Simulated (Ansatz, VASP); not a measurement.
**RbW in VASP and in Ansatz**

Contents of INCAR:

```
PREC = Accurate ; ENCUT = 520
EDIFF = 1E-6 ; ISMEAR = -1
SIGMA = 0.05 ; LREAL = F
LASPH = T ; NELM = 100
ALGO = Normal ; ISIF = 2
LWAVE = F ; LCHARG = T
GGA = PE ; LELF = T
LVHAR = T ; NBANDS = 18
```

The input KPOINTS:

```
regular mesh
0
Gamma
  9 9 5
```

Contents of POSCAR:

```
RbW
1.0
    3.5466225900      0.0000000000      0.0000000000
   -1.7733112900      3.0714652600      0.0000000000
    0.0000000000      0.0000000000      5.4941446400
Rb W
1 1
Direct
    0.0000000000      0.0000000000      0.5000000000
    0.6666666700      0.3333333300      0.0000000000
```

Contents of input.yaml:

```yaml
crystal:
  lattice:
    - [3.54662259, 0.0, 0.0]
    - [-1.77331129, 3.07146526, 0.0]
    - [0.0, 0.0, 5.49414464]
  atoms:
    - { symbol: Rb, position: [0.0, 0.0, 0.5] }
    - { symbol: W, position: [0.66666667, 0.33333333, 0.0] }
kpoints:
  mp_grid: { grid: [9, 9, 5] }
scf:
  occupations: { method: fermi_dirac, width: 0.05 }
hamiltonian:
  xc: pbe
  pseudopotentials: { kind: all_electron, lapw: { basis_error: 0.001 } }
output:
  forces: true
  stress: true
  eigenvalues: true
  populations: true
```

Alike in both runs: task single point; functional PBE; k mesh 9 × 9 × 5; occupations fermi-dirac, width 0.05 eV; no spin polarisation.

|  | VASP | Ansatz |
| --- | --- | --- |
| version | VASP 6.6.1 | Ansatz 0.2.0 |
| potentials or method | VASP PAW PBE potentials, release 64 (Rb_sv, W_sv), cutoff 520 eV | all-electron LAPW, scalar-relativistic |

```csv
,VASP,Ansatz,Ansatz less VASP
gap on the k mesh at the Fermi level (eV),none,none,-
pressure (GPa),-6.5,-6.5,-0.08
"traceless stress, the component that is largest in VASP (GPa)",15.94,15.93,-0.005
```

A gap of «none» marks a metal or a gap that the smearing closes. Ansatz ran all-electron here, and VASP with PAW potentials.

Neither program's run includes spin-orbit coupling.
